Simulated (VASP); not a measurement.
Crystal: Ba.

```
Ba
1.0
    -2.47262    2.47262    2.47262
     2.47262   -2.47262    2.47262
     2.47262    2.47262   -2.47262
Ba
1
Cartesian
  0.0000 0.0000 0.0000
```

Base run:

* Program: VASP 6.6.1
* Functional: PBE
* Potentials or basis: VASP PAW PBE potentials, release 64 (Ba_sv)
* Cutoff: 520 eV
* k mesh: 8 × 8 × 8
* Occupations: gaussian, width 0.1 eV
* Spin: no spin polarisation

Its results: band gap on the k mesh zero (bands 5 and 6 overlap by 1.16 eV); pressure 0.4 GPa.

The run is repeated on the same cell with these changes: functional from PBE to RPBE; further incar settings from ALGO = Normal; EDIFF = 1e-07; NBANDS = 11 to ALGO = Fast; EDIFF = 1e-06; NBANDS = 11. What comes out?

Band gap on the k mesh zero (bands 5 and 6 overlap by 1.17 eV); pressure 1.2 GPa.

Caveats: spin-orbit coupling is left out, which moves the levels of the heavy elements; the PAW data sets were made with another functional, which shifts forces and pressure a little (at least some runs).
